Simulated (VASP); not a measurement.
# Tl (P6/mmm) in VASP: further runs

Runs on Tl. Level: RPBE. Tasks: single point, relaxation of cell and atoms.

Program: VASP 6.6.1. These are calculated values, not measurements. Logs are shortened: lines on timing, memory, paths and dates and some standing lists are left out, and cuts for length are marked.

### 1 The cell of the first run

The structure is hexagonal, space group P6/mmm (No. 191). The conventional cell has a = 5.925 Å, b = 5.925 Å, c = 3.639 Å, α = 90.00°, β = 90.00°, γ = 120.00°. Within 4.8 Å of Tl (site symmetry 6/mmm) lie 14 Tl at 3.64 to 3.87 Å. Tl (site symmetry -6m2) has 11 Tl at 3.42 to 3.87 Å within 4.5 Å.

### 2 Single point, RPBE (volume scaled by 1.08)

INCAR reads:

```
  ALGO = Normal
  EDIFF = 1E-7
  ENCUT = 520
  GGA = RP
  ISIF = 2
  ISMEAR = -1
  LASPH = True
  LCHARG = False
  LREAL = False
  LWAVE = False
  NBANDS = 26
  NELM = 80
  PREC = Accurate
  SIGMA = 0.1
```

KPOINTS reads:

```
k-points
0
Gamma
  7 7 10
```

POSCAR reads:

```
Tl
1.0
    5.9246307571      0.0000000000      0.0000000000
   -2.9623153786      5.1308807437      0.0000000000
    0.0000000000      0.0000000000      3.6392960654
Tl
3
Direct
    1.0000000000      1.0000000000      0.0000000000
    0.3333333333      0.6666666667      0.5000000000
    0.6666666667      0.3333333333      0.5000000000
```

Potentials or basis: VASP PAW PBE potentials, release 64 (Tl_d).

The run is started by

```console
$ cat potpaw_PBE.64/Tl_d/POTCAR > POTCAR
$ mpirun -np 1 vasp_std > vasp.out
```

OUTCAR:

```text
EDIFF = 1E-7
   ENCUT = 520
   GGA = RP
   ISIF = 2
   ISMEAR = -1
   LASPH = True
   LREAL = False
   NELM = 80
   PREC = Accurate

 ion  position               nearest neighbor table
   1  0.000  0.000  0.000-   2 3.87   3 3.87   2 3.87   3 3.87   3 3.87   3 3.87   2 3.87   2 3.87
                             3 3.87   3 3.87   2 3.87   2 3.87
   2  0.333  0.667  0.500-   3 3.42   3 3.42   3 3.42   1 3.87   1 3.87   1 3.87   1 3.87   1 3.87
                             1 3.87
   3  0.667  0.333  0.500-   2 3.42   2 3.42   2 3.42   1 3.87   1 3.87   1 3.87   1 3.87   1 3.87
                             1 3.87

  LATTYP: Found a hexagonal cell.
 ALAT       =     5.9246307571
 C/A-ratio  =     0.6142654647

  Lattice vectors:

 A1 = (   5.9246307571,   0.0000000000,   0.0000000000)
 A2 = (  -2.9623153786,   5.1308807437,   0.0000000000)
 A3 = (   0.0000000000,   0.0000000000,   3.6392960654)

Analysis of symmetry for initial positions (statically):
=====================================================================
 Subroutine PRICEL returns:
 Original cell was already a primitive cell.

 Routine SETGRP: Setting up the symmetry group for a
 hexagonal supercell.

 Subroutine GETGRP returns: Found 24 space group operations
 (whereof 24 operations were pure point group operations)
 out of a pool of 24 trial point group operations.

The static configuration has the point symmetry D_6h.

Analysis of symmetry for dynamics (positions and initial velocities):
=====================================================================
 Subroutine PRICEL returns:
 Original cell was already a primitive cell.

 Routine SETGRP: Setting up the symmetry group for a
 hexagonal supercell.

 Subroutine GETGRP returns: Found 24 space group operations
 (whereof 24 operations were pure point group operations)
 out of a pool of 24 trial point group operations.

The dynamic configuration has the point symmetry D_6h.

 Subroutine INISYM returns: Found 24 space group operations
 (whereof 24 operations are pure point group operations),
 and found     1 'primitive' translations

----------------------------------------------------------------------------------------

                                     Primitive cell

  volume of cell :     110.6294

  direct lattice vectors                    reciprocal lattice vectors
     5.924630757  0.000000000  0.000000000     0.168786890  0.097449156  0.000000000
    -2.962315379  5.130880744  0.000000000     0.000000000  0.194898313  0.000000000
     0.000000000  0.000000000  3.639296065     0.000000000  0.000000000  0.274778414

  length of vectors
     5.924630757  5.924630757  3.639296065     0.194898313  0.194898313  0.274778414

  position of ions in fractional coordinates (direct lattice)
     0.000000000  0.000000000  0.000000000
     0.333333333  0.666666667  0.500000000
     0.666666667  0.333333333  0.500000000

  ion indices of the primitive-cell ions
   primitive index   ion index
                 1           1
                 2           2
                 3           3

----------------------------------------------------------------------------------------

 KPOINTS: k-points

Automatic generation of k-mesh.
 Grid dimensions read from file:
 generate k-points for:    7    7   10

 Generating k-lattice:

  Cartesian coordinates                     Fractional coordinates (reciprocal lattice)
     0.024112413  0.013921308  0.000000000     0.142857143  0.000000000  0.000000000
     0.000000000  0.027842616  0.000000000     0.000000000  0.142857143  0.000000000
     0.000000000  0.000000000  0.027477841     0.000000000  0.000000000  0.100000000

  Length of vectors
     0.027842616  0.027842616  0.027477841

  Shift w.r.t. Gamma in fractional coordinates (k-lattice)
     0.000000000  0.000000000  0.000000000

 Subroutine IBZKPT returns following result:
 ===========================================

 Found     48 irreducible k-points:

 Following reciprocal coordinates:
            Coordinates               Weight
  0.000000  0.000000  0.000000      1.000000
  0.142857  0.000000  0.000000      6.000000
  0.285714  0.000000  0.000000      6.000000
  0.428571  0.000000  0.000000      6.000000
  0.142857  0.142857  0.000000      6.000000
  0.285714  0.142857  0.000000     12.000000
[... 16 lines left out ...]
  0.428571  0.142857  0.200000     12.000000
  0.285714  0.285714  0.200000     12.000000
 [... further k-points ...]
   k-points           NKPTS =     48   k-points in BZ     NKDIM =     48   number of bands    NBANDS=     26
   number of dos      NEDOS =    301   number of ions     NIONS =      3
   total plane-waves  NPLWV =  64512
   dimension x,y,z NGX =    48 NGY =   48 NGZ =   28
   dimension x,y,z NGXF=    96 NGYF=   96 NGZF=   56
   ions per type =               3
   NGX,Y,Z   is equivalent  to a cutoff of  13.47, 13.47, 12.79 a.u.
   NGXF,Y,Z  is equivalent  to a cutoff of  26.94, 26.94, 25.58 a.u.
 SYSTEM =  unknown system
   PREC   = accura    normal or accurate (medium, high low for compatibility)
   ISTART =      0    job   : 0-new  1-cont  2-samecut
   ICHARG =      2    charge: 1-file 2-atom 10-const
   ISPIN  =      1    spin polarized calculation?
   LNONCOLLINEAR =      F non collinear calculations
   LSORBIT =      F    spin-orbit coupling
   LASPH  =      T    aspherical Exc in radial PAW
   ENCUT  =  520.0 eV  38.22 Ry    6.18 a.u.  11.02 11.02  6.77*2*pi/ulx,y,z
   NELM   =     80;   NELMIN=  2; NELMDL= -5     # of ELM steps
   EDIFF  = 0.1E-06   stopping-criterion for ELM
   LREAL  =      F    real-space projection
   EDIFFG = 0.1E-05   stopping-criterion for IOM
   NSW    =      0    number of steps for IOM
   IBRION =     -1    ionic relax: 0-MD 1-quasi-New 2-CG
   NFREE  =      0    steps in history (QN), initial steepest desc. (CG)
   ISIF   =      2    stress and relaxation
   ISYM   =      2    0-nonsym 1-usesym 2-fastsym
   POTIM  = 0.5000    time-step for ionic-motion
   TEBEG  =    0.0;   TEEND  =   0.0 temperature during run
   PSTRESS=    0.0 pullay stress
   NELECT =      39.0000    total number of electrons
   NUPDOWN=      -1.0000    fix difference up-down
   EMIN   =  10.00;   EMAX   =-10.00  energy-range for DOS
   EFERMI =   0.00;   METHOD = LEGACY
   ISMEAR =    -1;   SIGMA  =   0.10  broadening in eV -4-tet -1-fermi 0-gaus
   EFERMI_NEDOS =   21; number of points for ismear=-14 and -15
   IALGO  =     38    algorithm
   IMIX   =      4    mixing-type and parameters
     AMIX     =   0.40;   BMIX     =  1.00
     AMIX_MAG =   1.60;   BMIX_MAG =  1.00
  volume/ion in A,a.u.               =      36.88       248.85
  Fermi-wavevector in a.u.,A,eV,Ry     =   1.156484  2.185437 18.197173  1.337454
  Thomas-Fermi vector in A             =   2.293103
   LORBIT       =      0    0 simple, 1 ext, 2 COOP (PROOUT), +10 PAW based schemes
   GGA     = RP    functional components
   LHFCALC =     F    Hartree Fock is set to
   AEXX    =    0.0000 exact exchange contribution
   IVDW    =     0    specifies the selected vdW correction
   LEPSILON=     F    determine dielectric tensor
   LRPA    =     F    only Hartree local field effects (RPA)
 non-spin polarized calculation
  energy-cutoff  :      520.00
  volume of cell :      110.63
 maximum number of plane-waves:      3002
 NGX is ok and might be reduce to    48
   NGX = 23   NGY = 23   NGZ = 13

 number of electron      38.9999992 magnetization

 Free energy of the ion-electron system (eV)
  ---------------------------------------------------
  ext. energy  EPLUGINS =         0.00000000
  ---------------------------------------------------
  free energy    TOTEN  =        -5.45652268 eV

  energy without entropy =       -5.39083550  energy(sigma->0) =       -5.42367909

 E-fermi :   4.5553     XC(G=0):  -8.8274

 val. band max:        4.5551272838   @ k =   0.0000   0.0000   0.1000
 cond. band min:       4.5597810669   @ k =   0.1429   0.0000   0.3000
 fundamental gap:      0.0046537831
 Fermi energy:         4.5552622756

 k-point     1 :       0.0000    0.0000    0.0000
  band No.  band energies     occupation
      1      -7.2847      2.00000
      2      -7.0864      2.00000
      3      -7.0837      2.00000
      4      -7.0837      2.00000
      5      -7.0654      2.00000
      6      -6.9894      2.00000
[... 18 lines left out ...]
     25      12.7800      0.00000
     26      12.8011      0.00000

 k-point     2 :       0.1429    0.0000    0.0000
  band No.  band energies     occupation
      1      -7.2775      2.00000
      2      -7.1299      2.00000
      3      -7.1097      2.00000
      4      -7.0742      2.00000
      5      -7.0599      2.00000
      6      -7.0042      2.00000
[... 18 lines left out ...]
     25      12.1120      0.00000
     26      12.4695      0.00000

 k-point     3 :       0.2857    0.0000    0.0000
  band No.  band energies     occupation
      1      -7.2602      2.00000
      2      -7.1837      2.00000
      3      -7.1507      2.00000
      4      -7.0963      2.00000
      5      -7.0603      2.00000
      6      -7.0248      2.00000
[... 18 lines left out ...]
     25      11.2802      0.00000
     26      11.6399      0.00000

 k-point     4 :       0.4286    0.0000    0.0000
  band No.  band energies     occupation
      1      -7.2448      2.00000
      2      -7.2209      2.00000
      3      -7.1750      2.00000
      4      -7.1142      2.00000
      5      -7.0634      2.00000
      6      -7.0368      2.00000
[... 18 lines left out ...]
     25       9.8049      0.00000
     26      10.6801      0.00000
[... 496 lines left out ...]
      1      -7.2114      2.00000
      2      -7.1644      2.00000
      3      -7.1508      2.00000
      4      -7.0789      2.00000
      5      -7.0463      2.00000
      6      -7.0028      2.00000
[... 18 lines left out ...]
     25       9.2091      0.00000
     26       9.4643      0.00000

 k-point    23 :       0.4286    0.1429    0.2000
  band No.  band energies     occupation
      1      -7.2194      2.00000
      2      -7.1727      2.00000
      3      -7.1522      2.00000
      4      -7.0769      2.00000
      5      -7.0386      2.00000
      6      -7.0057      2.00000
[... 18 lines left out ...]
     25       9.5532      0.00000
     26      10.1256      0.00000

 k-point    24 :       0.2857    0.2857    0.2000
  band No.  band energies     occupation
      1      -7.2258      2.00000
      2      -7.1607      2.00000
      3      -7.1570      2.00000
      4      -7.0800      2.00000
      5      -7.0286      2.00000
      6      -7.0077      2.00000
[... 18 lines left out ...]
     25      10.2305      0.00000
     26      10.2659      0.00000

 [... further k-points ...]
[... 5 lines left out ...]
  --------------------------------------------------------------------------------------
  -------------------------------------------------------------------------------------
  Total       -0.8401441     -0.8401441     -0.8389692      0.0000000     -0.0000000      0.0000000
  in kB      -12.1672873    -12.1672873    -12.1502717      0.0000000     -0.0000000      0.0000000
  external PRESSURE =     -12.1616154 kB  Pullay stress =       0.0000000 kB

 VOLUME and BASIS-vectors are now :
 -----------------------------------------------------------------------------
  energy-cutoff  :      520.00
  volume of cell :      110.63
      direct lattice vectors                 reciprocal lattice vectors
     5.924630757  0.000000000  0.000000000     0.168786890  0.097449156  0.000000000
    -2.962315379  5.130880744  0.000000000     0.000000000  0.194898313  0.000000000
     0.000000000  0.000000000  3.639296065     0.000000000  0.000000000  0.274778414

 POSITION                                       TOTAL-FORCE (eV/Angst)
 -----------------------------------------------------------------------------------
      0.00000      0.00000      0.00000         0.000000      0.000000      0.000000
     -0.00000      3.42059      1.81965        -0.000000     -0.000000     -0.000000
      2.96232      1.71029      1.81965         0.000000      0.000000      0.000000
 -----------------------------------------------------------------------------------
    total drift:                               -0.000000      0.000000     -0.000000

  FREE ENERGIE OF THE ION-ELECTRON SYSTEM (eV)
  ---------------------------------------------------
  free  energy   TOTEN  =        -5.4565226801 eV

  energy  without entropy=       -5.3908355044  energy(sigma->0) =       -5.42367909
```

Run time: 2 min. Hardware: 1 thread of Intel Xeon Platinum 8488C (Sapphire Rapids), shared host; peak memory 0.29 GiB.

What came out:

* Free energy: -5.4565 eV
* Pressure: -1.2 GPa

Caveat: the cell differs from its parent crystal (volume scaled by 1.08); the PAW data sets were made with another functional, which shifts forces and pressure a little; spin-orbit coupling is left out, which moves the levels of the heavy elements.

### 3 Relaxation of cell and atoms, RPBE

This run uses another cell than the first one, of 28.04 Å³/atom, 0.760 times its volume.

INCAR reads:

```
  PREC = Accurate
  ENCUT = 600
  EDIFF = 1E-6
  ISMEAR = -1
  SIGMA = 0.1
  LREAL = F
  LASPH = T
  NELM = 80
  ALGO = Normal
  ISIF = 3
  LWAVE = F
  LCHARG = F
  GGA = RP
  IBRION = 2
  NSW = 80
  EDIFFG = -0.01
```

KPOINTS reads:

```
regular mesh
0
Gamma
  7 7 10
```

POSCAR reads:

```
Tl
1.0
    5.4111348334      0.0000000000      0.0000000000
   -2.7055674167      4.6861802290      0.0000000000
    0.0000000000      0.0000000000      3.3170256529
Tl
3
Direct
    0.0000000000      0.0000000000      0.0000000000
    0.3333333333      0.6666666667      0.5000000000
    0.6666666667      0.3333333333      0.5000000000
```

Potentials or basis: VASP PAW PBE potentials, release 64 (Tl_d).

The run is started by

```console
$ cat potpaw_PBE.64/Tl_d/POTCAR > POTCAR
$ mpirun -np 1 vasp_std > vasp.out
```

Wall time 5.1 min (1 thread of Intel Xeon Platinum 8488C (Sapphire Rapids), shared host); peak memory 0.3 GiB.

Results (log left out):

| Item | Value |
| --- | --- |
| Free energy | -5.4818 eV |
| Relaxed volume | 34.01 Å³/atom |
| Relaxed cell | a = 5.771 Å, b = 5.771 Å, c = 3.538 Å, α = 90.00°, β = 90.00°, γ = 120.00° |
| Space group after relaxing (to 0.05 Å) | P6/mmm (No. 191) |
| Energy gained by relaxing | 95.2 meV/atom |
| Ionic steps | 4 |
| Pressure after relaxing | 0.0 GPa |

Step by step:
```tsv
step	energy change (eV)	largest force (eV/Å)	pressure (GPa)	volume (Å³)
1	0.0000	0.0000	6.31	84.11
2	-0.2768	0.0000	0.79	98.29
3	-0.2849	0.0000	-0.22	103.14
4	-0.2856	0.0000	0.00	102.04
```

Final structure:
```yaml
crystal:
  lattice:
    - [5.77086, 0.00000, 0.00000]
    - [-2.88543, 4.99772, 0.00000]
    - [0.00000, 0.00000, 3.53788]
  atoms:
    - { symbol: Tl, position: [0.00000, 0.00000, 0.00000] }
    - { symbol: Tl, position: [0.33333, 0.66667, 0.50000] }
    - { symbol: Tl, position: [0.66667, 0.33333, 0.50000] }
```

Levels at points of the mesh, in eV from the Fermi level:
| k point | band 16 | band 17 | band 18 | band 19 | band 20 | band 21 | band 22 | band 23 |
| --- | --- | --- | --- | --- | --- | --- | --- | --- |
| (0.00, 0.00, 0.00) | -9.14 | -4.78 | -4.48 | -0.38 | -0.38 | -0.22 | -0.22 | 4.23 |
| (0.00, 0.00, 0.50) | -6.56 | -5.40 | -2.70 | -0.24 | 0.60 | 1.30 | 1.30 | 1.41 |

Caveat: the volume moved by over 15 % at a fixed basis, so the end points are rough; the PAW data sets were made with another functional, which shifts forces and pressure a little; spin-orbit coupling is left out, which moves the levels of the heavy elements.
